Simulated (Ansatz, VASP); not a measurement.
# One calculation of GaGe3, two programs

The input POSCAR:

```
GaGe3
1.0
    4.3347680618      0.0000000000      0.0000000000
    0.0000000000      4.3347680618      0.0000000000
    0.0000000000      0.0000000000      4.3347680618
Ge Ga
3 1
Direct
    0.5000000000      0.5000000000      0.0000000000
    0.5000000000      0.0000000000      0.5000000000
    0.0000000000      0.5000000000      0.5000000000
    0.0000000000      0.0000000000      0.0000000000
```

Contents of INCAR.step1:

```
  PREC = Accurate
  ENCUT = 520
  ISMEAR = -1
  SIGMA = 0.05
  LREAL = F
  LASPH = T
  NELM = 100
  NBANDS = 36
  GGA = PE
  ALGO = Normal
  EDIFF = 1E-4
  LWAVE = T
  LCHARG = F
```

The input INCAR.step2:

```
  PREC = Accurate
  ENCUT = 520
  EDIFF = 1E-6
  ISMEAR = -1
  SIGMA = 0.05
  LREAL = F
  LASPH = T
  NELM = 100
  ALGO = Normal
  ISIF = 2
  LWAVE = F
  LCHARG = T
  METAGGA = R2SCAN
  LMIXTAU = T
  LELF = T
  LVHAR = T
  NBANDS = 36
  ISTART = 1
```

Contents of KPOINTS:

```
regular mesh
0
Gamma
  6 6 6
```

input.yaml

```yaml
crystal:
  lattice:
    - [4.3347680618, 0.0, 0.0]
    - [0.0, 4.3347680618, 0.0]
    - [0.0, 0.0, 4.3347680618]
  atoms:
    - { symbol: Ge, position: [0.5, 0.5, 0.0] }
    - { symbol: Ge, position: [0.5, 0.0, 0.5] }
    - { symbol: Ge, position: [0.0, 0.5, 0.5] }
    - { symbol: Ga, position: [0.0, 0.0, 0.0] }
hamiltonian:
  xc: r2scan
  pseudopotentials: { kind: paw }
kpoints:
  mp_grid: { grid: [6, 6, 6] }
scf:
  occupations: { method: fermi_dirac, width: 0.05 }
output:
  forces: true
  stress: true
  eigenvalues: true
  write_density: true
  write_potential: true
  elf: true
  volumetric_format: npy
```

Alike in both runs: task single point; functional r2SCAN; k mesh 6 × 6 × 6; occupations fermi-dirac, width 0.05 eV; no spin polarisation.

|  | VASP | Ansatz |
| --- | --- | --- |
| version | VASP 6.6.1 | Ansatz 0.2.0 |
| potentials or method | VASP PAW PBE potentials, release 64 (Ge_d, Ga_d) | Ansatz PAW |
| plane-wave cutoff (eV) | 520 | 500 |
| valence electrons in the cell | 55 | 55 |

VASP gave:

| Property | Result |
| --- | --- |
| gap on the k mesh at the Fermi level (eV) | none |
| pressure (GPa) | -4.2 |

Task: What did Ansatz give for the same quantities?

Result: gap on the k mesh at the Fermi level (eV): none; pressure (GPa): -4.1.

VASP's potentials were made for PBE, not for r2SCAN. A gap of «none» marks a metal or a gap that the smearing closes. With one functional, cell and mesh, what is left measures potentials, basis and numerics.
